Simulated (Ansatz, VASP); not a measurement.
**ZnS: VASP beside Ansatz**

```
Zn S
1.0
     3.69174    0.00000    0.00000
    -1.84587    3.19714    0.00000
     0.00000    0.00000    6.30372
Zn S
2 2
Direct
  0.29935 0.66667 0.00520
  0.70065 0.33333 0.50520
  0.36080 0.66667 0.37980
  0.63920 0.33333 0.87980
```

Change from the starting cell: mode 4 frozen in at -0.131 Å, equal normal strain along x and y -0.0400.

Alike in both runs: task single point; functional PBE; k mesh 9 × 9 × 4; occupations gaussian, width 0.05 eV; no spin polarisation.

|  | VASP | Ansatz |
| --- | --- | --- |
| version | VASP 6.6.1 | Ansatz 0.2.0 |
| potentials or method | VASP PAW PBE potentials, release 64 (Zn, S), cutoff 520 eV | scalar-relativistic, plane waves, PAW |
| valence electrons in the cell | 36 | 36 |

VASP gave:

```
gap on the k mesh at the Fermi level (eV)                     : 2.27
least direct gap on the mesh (eV)                             : 2.27
pressure (GPa)                                                : 7.1
traceless stress, the component that is largest in VASP (GPa) : -4.63
rms of the force components (eV/Å)                            : 0.238
```

Estimate Ansatz's values.

gap on the k mesh at the Fermi level (eV): 2.27; least direct gap on the mesh (eV): 2.27; pressure (GPa): 6.8; traceless stress, the component that is largest in VASP (GPa): -4.60; rms of the force components (eV/Å): 0.235.

Atom by atom the forces differ by 0.003 eV/Å (rms over components).
